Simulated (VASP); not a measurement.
Set up this calculation in VASP 6.6.1, as the native input.

```
Task                   : single point
Functional             : PBE
Potentials or basis    : VASP PAW PBE potentials, release 64 (W_sv, O)
Cutoff                 : 520 eV
k mesh                 : 5 × 5 × 1
Occupations            : gaussian, width 0.1 eV
Spin                   : no spin polarisation
Dipole correction      : yes
Further INCAR settings : ALGO = Normal; EDIFF = 1e-06; NBANDS = 99
```

The structure of W12O lies in POSCAR:

```
W12O
1.0
    5.5140853207      0.0000000000      0.0000000000
   -1.8380284402      5.1987294965      0.0000000000
    0.0000000000      0.0000000000     21.3560050645
W O
12 1
Direct
    0.2500000000      0.2500000000      0.1873009483
    0.2500000000      0.7500000000      0.1873009483
    0.7500000000      0.2500000000      0.1873009483
    0.7500000000      0.7500000000      0.1873009483
    0.0000000000      0.0000000000      0.2892877541
    0.0000000000      0.5000000000      0.2892877541
    0.5000000000      0.0000000000      0.2892877541
    0.5000000000      0.5000000000      0.2892877541
    0.2500000000      0.2500000000      0.3912719181
    0.2500000000      0.7500000000      0.3912719181
    0.7500000000      0.2500000000      0.3912719181
    0.7500000000      0.7500000000      0.3912719181
    0.4166666667      0.4166666667      0.4858588970
```

These files were run (other wordings do the same):

INCAR

```
  PREC = Accurate
  ENCUT = 520
  EDIFF = 1E-6
  ISMEAR = 0
  SIGMA = 0.1
  LREAL = False
  LASPH = True
  NELM = 80
  ALGO = Normal
  ISIF = 2
  LWAVE = False
  LCHARG = False
  LDIPOL = True
  IDIPOL = 3
  DIPOL = 0.5 0.5 0.304
  GGA = PE
  NBANDS = 99
```

KPOINTS

```
Automatic mesh
0
Gamma
  5 5 1
```

Potentials or basis: VASP PAW PBE potentials, release 64 (W_sv, O).

Launch:

```console
$ cat potpaw_PBE.64/W_sv/POTCAR potpaw_PBE.64/O/POTCAR > POTCAR
$ mpirun -np 1 vasp_std > vasp.out
```

It gave:

```yaml
Largest_force: 4.975 eV/Å
Band_gap_on_the_k_mesh: zero (bands 87 and 88 overlap by 1.18 eV)
```

Caveat: spin-orbit coupling is left out, which moves the levels of the heavy elements.

Wall time 47 min on 1 thread of Intel(R) Xeon(R) Platinum 8259CL CPU @ 2.50GHz (Skylake/Cascade Lake) (shared host), peak memory 0.79 GiB.
